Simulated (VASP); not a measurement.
Set up this calculation in VASP 6.6.1, as the native input.

```
Task                   : single point
Functional             : PBEsol
Potentials or basis    : VASP PAW PBE potentials, release 64 (Ba_sv, Zr_sv, O)
Cutoff                 : 520 eV
k mesh                 : 6 × 6 × 6
Occupations            : fermi-dirac, width 0.05 eV
Spin                   : no spin polarisation
Dipole correction      : no
Further INCAR settings : ALGO = Normal; EDIFF = 1e-06; NBANDS = 28
```

The structure of BaZrO3 lies in POSCAR:

```
BaZrO3
1.0
    4.0453565157      0.0000000000      0.0000000000
    0.0000000000      4.0453565157      0.0000000000
    0.0000000000      0.0000000000      4.0453565157
Ba Zr O
1 1 3
Direct
    0.0000000000      0.0000000000      0.0000000000
    0.5000000000      0.5000000000      0.5000000000
    0.5000000000      0.5000000000      0.0000000000
    0.5000000000      0.0000000000      0.5000000000
    0.0000000000      0.5000000000      0.5000000000
```

One way to write it, as run:

INCAR

```
ALGO     = Normal         # electronic algorithm
EDIFF    = 1E-6           # SCF threshold, eV
ENCUT    = 520            # plane-wave cutoff, eV
GGA      = PS             # functional
ISIF     = 2              # what is computed and relaxed
ISMEAR   = -1             # smearing method
LASPH    = T              # aspherical terms in the spheres
LCHARG   = T              # write CHGCAR
LELF     = T              # ELF
LREAL    = F              # projectors in reciprocal space
LVHAR    = T            
LWAVE    = F              # write WAVECAR
NBANDS   = 28             # bands
NELM     = 100            # most SCF steps
PREC     = Accurate       # precision mode
SIGMA    = 0.05           # smearing width, eV
```

KPOINTS

```
k-points
0
Gamma
  6 6 6
```

Potentials or basis: VASP PAW PBE potentials, release 64 (Ba_sv, Zr_sv, O).

The run is started by

```bash
$ cat potpaw_PBE.64/Ba_sv/POTCAR potpaw_PBE.64/Zr_sv/POTCAR potpaw_PBE.64/O/POTCAR > POTCAR
$ mpirun -np 1 vasp_std > vasp.out
```

It gave:

- Pressure: 21.8 GPa
- Band gap on the k mesh: 3.30 eV, indirect (least direct gap 3.36 eV)

Caveat: the PAW data sets were made with another functional, which shifts forces and pressure a little; spin-orbit coupling is left out, which moves the levels of the heavy elements.

It took 30 s on 1 thread of Intel(R) Xeon(R) 6975P-C (Granite Rapids), on a shared host, peak memory 0.19 GiB.
